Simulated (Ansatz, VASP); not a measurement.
**Ta in VASP and in Ansatz**

The input INCAR:

```
PREC     = Accurate       # precision mode
ENCUT    = 600            # plane-wave cutoff, eV
EDIFF    = 1E-7           # SCF threshold, eV
ISMEAR   = -1             # smearing method
SIGMA    = 0.08           # smearing width, eV
LREAL    = False          # projectors in reciprocal space
LASPH    = True           # aspherical terms in the spheres
NELM     = 60             # most SCF steps
ALGO     = Normal         # electronic algorithm
ISIF     = 3              # what is computed and relaxed
LWAVE    = False          # write WAVECAR
LCHARG   = False          # write CHGCAR
GGA      = CA             # functional
IBRION   = 2              # ionic algorithm
NSW      = 60             # ionic steps
EDIFFG   = -0.005         # ionic threshold
```

KPOINTS

```
regular mesh
0
Gamma
  18 18 18
```

File POSCAR:

```
Ta
1.0
   -1.6515748661      1.6515748661      1.6515748661
    1.6515748661     -1.6515748661      1.6515748661
    1.6515748661      1.6515748661     -1.6515748661
Ta
1
Direct
    0.0000000000      0.0000000000      0.0000000000
```

Input for Ansatz:

```yaml
crystal:
  lattice:
    - [-1.6515748661, 1.6515748661, 1.6515748661]
    - [1.6515748661, -1.6515748661, 1.6515748661]
    - [1.6515748661, 1.6515748661, -1.6515748661]
  atoms:
    - { symbol: Ta, position: [0.0, 0.0, 0.0] }
kpoints:
  mp_grid: { grid: [18, 18, 18] }
scf:
  occupations: { method: fermi_dirac, width: 0.08 }
hamiltonian:
  xc: lda
  pseudopotentials: { kind: paw }
output:
  forces: true
  stress: true
  write_density: true
  write_potential: true
  elf: true
  volumetric_format: npy
relax:
  f_tol: 0.005
  max_steps: 40
  cell: {}
```

Alike in both runs: task relaxation of cell and atoms; functional LDA; k mesh 18 × 18 × 18; occupations fermi-dirac, width 0.08 eV; no spin polarisation.

|  | VASP | Ansatz |
| --- | --- | --- |
| version | VASP 6.6.1 | Ansatz 0.2.0 |
| potentials or method | VASP PAW LDA potentials, release 64 (Ta_pv) | PAW with Ansatz's default frozen-core files, scalar-relativistic |
| plane-wave cutoff (eV) | 600 | 420 |
| valence electrons in the cell | 11 | 13 |

Ansatz gave:

- relaxed volume (Å³/atom): 17.22
- relaxed cell length with the largest relative difference (Å): 2.817

Problem. Which values does VASP return?

Solution. Relaxed volume (Å³/atom): 17.29; relaxed cell length with the largest relative difference (Å): 2.821.

LDA's correlation is that of Perdew and Zunger in VASP and of Perdew and Wang (1992) in Ansatz. VASP's potentials hold 11 valence electrons a cell and Ansatz's 13, so a difference there can come from the potentials and not from the codes.

Neither program's run includes spin-orbit coupling.
